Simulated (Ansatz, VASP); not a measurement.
## One calculation of Li6TeAs6, two programs

```
Li As Te
1.0
     4.57827    2.64326    2.68000
    -4.57827    2.64326    2.68000
     0.00000   -5.28653    2.68000
Li As Te
6 6 1
Direct
  0.12000 0.99000 0.68000
  0.68000 0.12000 0.99000
  0.99000 0.68000 0.12000
  0.88000 0.01000 0.32000
  0.32000 0.88000 0.01000
  0.01000 0.32000 0.88000
  0.36000 0.24000 0.97000
  0.97000 0.36000 0.24000
  0.24000 0.97000 0.36000
  0.64000 0.76000 0.03000
  0.03000 0.64000 0.76000
  0.76000 0.03000 0.64000
  0.00000 0.00000 0.00000
```

Alike in both runs: task single point; functional PBE; k mesh 5 × 5 × 5; occupations gaussian, width 0.054 eV; no spin polarisation.

|  | VASP | Ansatz |
| --- | --- | --- |
| version | VASP 6.6.1 | Ansatz 0.2.0 |
| potentials or method | VASP PAW PBE potentials, release 64 (Li_sv, As, Te), cutoff 520 eV | PAW plane waves |
| valence electrons in the cell | 54 | 124 |

```tsv
	VASP	Ansatz	Ansatz less VASP
rms of the force components (eV/Å)	2.774	2.700	-0.0734
```

Atom by atom the forces differ by 0.077 eV/Å (rms over components). VASP's potentials hold 54 valence electrons a cell and Ansatz's 124, so a difference there can come from the potentials and not from the codes. Ansatz's warnings: structure snapped to symmetry.

Spin-orbit coupling is off throughout. Noted on VASP's run: the cutoff is short for stress, so the pressure is rough.
